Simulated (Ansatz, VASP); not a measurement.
**TlGaSe3 in VASP and in Ansatz**

```
Tl Ga Se
1.0
     5.10681    0.00000    0.00000
     0.00000    5.10681    0.00000
     0.00000    0.00000    5.10681
Tl Ga Se
1 1 3
Direct
  0.50000 0.50000 0.50000
  0.00000 0.00000 0.00000
  0.50000 0.00000 0.00000
  0.00000 0.50000 0.00000
  0.00000 0.00000 0.50000
```

Alike in both runs: functional PBE; k mesh 4 × 4 × 4; occupations gaussian, width 0.1 eV; no spin polarisation.

Ansatz relaxed the structure, and its values are those at the end. VASP's run is a single point on that final structure, the one shown.

|  | VASP | Ansatz |
| --- | --- | --- |
| version | VASP 6.6.1 | Ansatz 0.2.0 |
| potentials or method | VASP PAW PBE potentials, release 64 (Tl_d, Ga_d, Se), cutoff 520 eV | scalar-relativistic, plane waves, PAW |
| valence electrons in the cell | 44 | 74 |

```tsv
	VASP	Ansatz	Ansatz less VASP
gap on the k mesh at the Fermi level (eV)	none	none	-
pressure (GPa)	0.2	0.1	-0.05
```

A gap of «none» marks a metal or a gap that the smearing closes. VASP's potentials hold 44 valence electrons a cell and Ansatz's 74, so a difference there can come from the potentials and not from the codes.

Spin-orbit coupling is off throughout.
